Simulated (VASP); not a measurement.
# Sb (P1) in VASP: a series of runs, part 2 of 2

VASP 6.6.1.

### Step 4. Single point, PBEsol

INCAR

```
PREC = Accurate ; ENCUT = 520
EDIFF = 1E-7 ; ISMEAR = -1
SIGMA = 0.0689 ; LREAL = Auto
LASPH = True ; NELM = 80
ALGO = Normal ; ISIF = 2
LWAVE = False ; LCHARG = False
GGA = PS ; NBANDS = 54
```

KPOINTS

```
Automatic mesh
0
Gamma
  2 2 2
  0.5 0.5 0.5
```

POSCAR

```
Sb
1.0
   -6.3618555244      6.3618555244      0.0000000000
   -6.3618555244      0.0000000000      6.3618555244
    0.0000000000      6.3618555244      6.3618555244
Sb
16
Direct
    0.7461857601      0.7688475448      0.1997984700
    0.7282650450      0.6916809071      0.7966887932
    0.5111012797      0.4681378709      0.0439528215
    0.2209669796      0.7622881377      0.2081592383
    0.7375549448      0.2474465184      0.2610669157
    0.4822468049      0.5137028792      0.4910923375
    0.2349946481      0.7710711099      0.7560418468
    0.7131498008      0.2664318599      0.7139483100
    0.0358257900      0.4927699927      0.0457483668
    0.5219074824      0.0220258067     -0.0047141907
    0.2346864047      0.1891372722      0.3020541716
    0.0156749080      0.5260739555      0.4813346497
    0.5456050498      0.0106463436      0.5134064248
    0.2592883466      0.2877660445      0.6756920184
    0.0010067817      0.0138962602     -0.0237232674
    0.0115398722     -0.0319224477      0.5394533068
```

Potentials or basis: VASP PAW PBE potentials, release 64 (Sb).

Run with:

```sh
$ cat potpaw_PBE.64/Sb/POTCAR > POTCAR
$ mpirun -np 1 vasp_std > vasp.out
```

OUTCAR:

```text
PREC = Accurate
   ENCUT = 520
   EDIFF = 1E-7
   ISMEAR = -1
   LREAL = Auto
   LASPH = True
   NELM = 80
   ISIF = 2
   GGA = PS

 ion  position               nearest neighbor table
   1  0.746  0.769  0.200-  10 2.75   9 2.87  15 3.19   6 3.31  12 3.52  13 3.62
   2  0.728  0.692  0.797-   3 2.81  13 3.10  12 3.16  10 3.46  16 3.57   9 3.62
   3  0.511  0.468  0.044-   2 2.81   5 2.82   4 3.02   8 3.48  11 3.54   7 3.59
   4  0.221  0.762  0.208-  12 2.85  15 2.88   3 3.02   6 3.47  16 3.50  10 3.62
   5  0.738  0.247  0.261-  13 2.76   3 2.82   6 3.16  15 3.31   9 3.50  16 3.51
   6  0.482  0.514  0.491-  14 2.88   8 2.89   5 3.16   1 3.31   7 3.33   4 3.47
[... 8 lines left out ...]
  15  0.001  0.014  0.976-   4 2.88   7 2.95   1 3.19   5 3.31  14 3.40   8 3.51
  16  0.012  0.968  0.539-   7 2.81  11 2.83   8 3.11   4 3.50   5 3.51   2 3.57

  LATTYP: Found a face centered cubic cell.
 ALAT       =    12.7237110488

  Lattice vectors:

 A1 = (  -6.3618555244,   6.3618555244,   0.0000000000)
 A2 = (  -6.3618555244,   0.0000000000,   6.3618555244)
 A3 = (   0.0000000000,   6.3618555244,   6.3618555244)

Analysis of symmetry for initial positions (statically):
[... 198 lines left out ...]

 k-point     1 :       0.2500    0.2500    0.2500
  band No.  band energies     occupation
      1      -5.9513      2.00000
      2      -5.0282      2.00000
      3      -4.3367      2.00000
      4      -4.2395      2.00000
      5      -4.1918      2.00000
      6      -3.8982      2.00000
[... 869 lines left out ...]
     51       8.4478      0.00000
     52       8.8084      0.00000
 [bands above 52 left out]

------------------------ aborting loop because EDIFF is reached ----------------------------------------

  FORCE on cell =-STRESS in cart. coord.  units (eV):
  Direction    XX          YY          ZZ          XY          YZ          ZX
  --------------------------------------------------------------------------------------
  -------------------------------------------------------------------------------------
  Total       -2.4699337     -1.1173586     -7.7013007     -2.8260075      2.6807156     -1.1978308
  in kB       -7.6844799     -3.4763360    -23.9603557     -8.7923000      8.3402665     -3.7267021
  external PRESSURE =     -11.7070572 kB  Pullay stress =       0.0000000 kB

 VOLUME and BASIS-vectors are now :
 -----------------------------------------------------------------------------
  energy-cutoff  :      520.00
  volume of cell :      514.97
      direct lattice vectors                 reciprocal lattice vectors
    -6.361855524  6.361855524  0.000000000    -0.078593423  0.078593423 -0.078593423
    -6.361855524  0.000000000  6.361855524    -0.078593423 -0.078593423  0.078593423
     0.000000000  6.361855524  6.361855524     0.078593423  0.078593423  0.078593423

 POSITION                                       TOTAL-FORCE (eV/Angst)
 -----------------------------------------------------------------------------------
     -9.63842      6.01822      6.16239        -0.037177      1.027477      0.600059
     -9.03349      9.70154      9.46879        -1.246236      0.014396      0.069463
     -6.22978      3.53117      3.25785         0.439983     -0.849261     -0.176766
     -6.25533      2.73004      6.17385        -0.443013      0.494502      0.210505
     -6.26644      6.35309      3.23509        -1.137999      0.183497     -0.186643
     -6.33609      6.19224      6.39236        -0.851951      0.252946      0.182723
[... 8 lines left out ...]
     -0.09481      6.21734      6.29934         0.007154      0.111209      0.582875
     -6.23218      3.50534      9.59069         0.428167     -0.766720      0.057969
 -----------------------------------------------------------------------------------
    total drift:                               -0.005964     -0.003306      0.003856

  FREE ENERGIE OF THE ION-ELECTRON SYSTEM (eV)
  ---------------------------------------------------
  free  energy   TOTEN  =       -70.4725180624 eV

  energy  without entropy=      -70.4105893239  energy(sigma->0) =      -70.44155369
```

OSZICAR:

```text
N       E                     dE             d eps       ncg     rms          rms(c)
DAV:   1     0.400517482109E+03    0.40052E+03   -0.25979E+04  1728   0.116E+03
DAV:   2    -0.284295424981E+02   -0.42895E+03   -0.40639E+03  1964   0.188E+02
DAV:   3    -0.694356371670E+02   -0.41006E+02   -0.39325E+02  2116   0.600E+01
DAV:   4    -0.706192046618E+02   -0.11836E+01   -0.11623E+01  2112   0.102E+01
DAV:   5    -0.706455943420E+02   -0.26390E-01   -0.26353E-01  2336   0.170E+00    0.771E+00
DAV:   6    -0.705279415016E+02    0.11765E+00   -0.56184E-02  2120   0.868E-01    0.461E+00
DAV:   7    -0.704730210862E+02    0.54920E-01   -0.11113E-01  2024   0.105E+00    0.250E-01
DAV:   8    -0.704724401584E+02    0.58093E-03   -0.90916E-03  2000   0.348E-01    0.235E-01
DAV:   9    -0.704724871454E+02   -0.46987E-04   -0.18823E-03  2104   0.127E-01    0.733E-02
DAV:  10    -0.704725047822E+02   -0.17637E-04   -0.13505E-04  2032   0.402E-02    0.261E-02
DAV:  11    -0.704725194532E+02   -0.14671E-04   -0.32400E-05  1968   0.203E-02    0.125E-02
DAV:  12    -0.704725184043E+02    0.10489E-05   -0.37013E-06  2056   0.650E-03    0.488E-03
DAV:  13    -0.704725182156E+02    0.18867E-06   -0.12512E-06  2064   0.376E-03    0.129E-03
DAV:  14    -0.704725180312E+02    0.18445E-06   -0.22389E-07  1280   0.145E-03    0.578E-04
DAV:  15    -0.704725180624E+02   -0.31183E-07   -0.20902E-08  1152   0.538E-04
   1 F= -.70472518E+02 E0= -.70441554E+02  d E =-.619287E-01
```

stdout:

```text
POSCAR found type information on POSCAR Sb
 POSCAR found :  1 types and      16 ions
 scaLAPACK will be used
 -----------------------------------------------------------------------------
|                                                                             |
|                                                                             |
|     You enforced a specific xc type in the INCAR file but a different       |
|     I HOPE YOU KNOW WHAT YOU ARE DOING!                                     |
|                                                                             |
 -----------------------------------------------------------------------------

 LDA part: xc-table for (Slater+PW92), standard interpolation
 POSCAR, INCAR and KPOINTS ok, starting setup
 FFT: planning ... GRIDC
 FFT: planning ... GRID_SOFT
 FFT: planning ... GRID
 WAVECAR not read
 entering main loop
```

Run time: 9.7 min. Hardware: 1 thread of Intel Xeon Platinum 8488C (Sapphire Rapids), shared host; peak memory 0.79 GiB.

What came out:

```yaml
Free_energy: -70.4725 eV
Pressure: -1.2 GPa
Largest_force: 1.547 eV/Å
```

Forces on the atoms (eV/Å):
```
Sb  -0.037  1.027  0.600
Sb  -1.246  0.014  0.069
Sb   0.440 -0.849 -0.177
Sb  -0.443  0.495  0.211
Sb  -1.138  0.183 -0.187
Sb  -0.852  0.253  0.183
Sb   0.452  0.468 -0.649
Sb  -0.495  0.554 -0.009
Sb  -0.121 -0.731 -0.726
Sb   0.841 -0.902 -0.183
Sb  -1.024 -0.051  0.088
Sb   0.759 -0.397  0.035
Sb   1.501 -0.150 -0.343
Sb   0.930  0.740  0.448
Sb   0.007  0.111  0.583
Sb   0.428 -0.767  0.058
```

Caveat: the atoms stand as in a frame of molecular dynamics; the PAW data sets were made with another functional, which shifts forces and pressure a little.

### Step 5. The runs side by side

```tsv
cell	pressure (GPa)	largest force (eV/Å)
as given, atomic positions A	-2.4	2.12
as given, atomic positions B	-1.4	2.23
as given, atomic positions C	-1.2	1.55
```

Alike in all rows: task single point; level PBEsol; potentials or basis VASP PAW PBE potentials, release 64 (Sb); no spin polarisation; k mesh 2 × 2 × 2, shifted; cutoff (eV) 520; smearing fermi-dirac 0.0689 eV.

Caveats: some runs use coarse meshes; the atoms stand as in a frame of molecular dynamics; the PAW data sets were made with another functional, which shifts forces and pressure a little.

Absolute energies hang on the potentials; compare differences alone.
